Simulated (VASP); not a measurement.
# HC4: single point with PBE+D3(BJ)

System: HC4, a slab with vacuum.

```
C H
1.0
     4.93144    0.00000    0.00000
    -2.46572    4.27075    0.00000
     0.00000    0.00000   18.00000
C H
8 2
Direct
  0.16667 0.33333 0.22222
  0.16667 0.83333 0.22222
  0.66667 0.33333 0.22222
  0.66667 0.83333 0.22222
  0.33333 0.16667 0.22222
  0.33333 0.66667 0.22222
  0.83333 0.16667 0.22222
  0.83333 0.66667 0.22222
  0.12862 0.37138 0.33611
  0.20472 0.29528 0.33611
```

* Program: VASP 6.6.1
* Task: single point
* Functional: PBE
* Dispersion: D3(BJ)
* Potentials or basis: VASP PAW PBE potentials, release 64 (C, H)
* Cutoff: 520 eV
* k mesh: 6 × 6 × 1
* Occupations: gaussian, width 0.1 eV
* Spin: no spin polarisation
* Dipole correction: yes
* Further INCAR settings: ALGO = Normal; EDIFF = 1e-06; NBANDS = 28; NELMDL = -8

```
Largest force                          : 4.710 eV/Å
Band gap on the k mesh                 : 0.07 eV
Dispersion energy per atom             : -0.082 eV
Ionisation potential of the upper face : 4.53 eV
```

Forces on the atoms (eV/Å):
```
C   -0.013  0.008 -1.156
C    0.043  0.018  0.035
C    0.006 -0.046  0.035
C   -0.046  0.027  0.034
C    0.006 -0.003 -0.332
C    0.014  0.012 -0.340
C   -0.004 -0.018 -0.340
C   -0.009  0.005  0.104
H   -3.987  2.302  0.984
H    3.990 -2.304  0.976
```

Levels at points of the mesh, in eV from the valence-band top:
```tsv
k point	band 14	band 15	band 16	band 17	band 18	band 19	band 20	band 21
(0.00, 0.00, 0.00)	-3.01	-2.35	-2.34	-2.08	1.57	1.65	1.71	3.74
(0.50, 0.00, 0.00)	-5.01	-4.88	-2.75	-2.45	2.80	2.82	4.74	5.76
(0.50, 0.50, 0.00)	-5.01	-4.90	-2.73	-2.43	2.80	2.83	4.41	5.76
```

Run time: 2.7 min on 1 thread of Intel(R) Xeon(R) 6975P-C (Granite Rapids), with other jobs on the host, peak memory 0.56 GiB.
